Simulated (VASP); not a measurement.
**Al2Cl: single point with PBE**

The system is Al2Cl.

```
Al Cl
1.0
     0.00000    4.05922    4.05922
     4.05922    0.00000    4.05922
     4.05922    4.05922    0.00000
Al Cl
4 2
Direct
  0.12500 0.12500 0.12500
  0.62500 0.12500 0.12500
  0.12500 0.62500 0.12500
  0.12500 0.12500 0.62500
  0.50000 0.50000 0.50000
  0.75000 0.75000 0.75000
```

The cell was generated, and may not be a known phase.

```
Program             : VASP 6.6.1
Task                : single point
Functional          : PBE
Potentials or basis : VASP PAW PBE potentials, release 64 (Al, Cl)
Cutoff              : 520 eV
k mesh              : 4 × 4 × 4
Occupations         : gaussian, width 0.1 eV
Spin                : no spin polarisation
```

```json
{
  "Pressure": "-0.8 GPa",
  "Band gap on the k mesh": "zero (bands 13 and 14 overlap by 1.25 eV)"
}
```

Levels at points of the mesh, in eV from the Fermi level:
```
           k point  band 10  band 11  band 12  band 13  band 14  band 15  band 16  band 17
(0.00, 0.00, 0.00)    -3.47    -1.75    -1.75    -1.75     0.61     0.61     0.83     0.83
(0.50, 0.00, 0.00)    -2.89    -1.67    -1.67    -0.90     0.85     0.85     2.91     3.19
(0.50, 0.50, 0.00)    -2.59    -0.98    -0.98    -0.21    -0.21     2.38     2.38     2.65
```

It took 28 s on 1 thread of Intel(R) Xeon(R) 6975P-C (Granite Rapids) (shared host), peak memory 0.3 GiB.
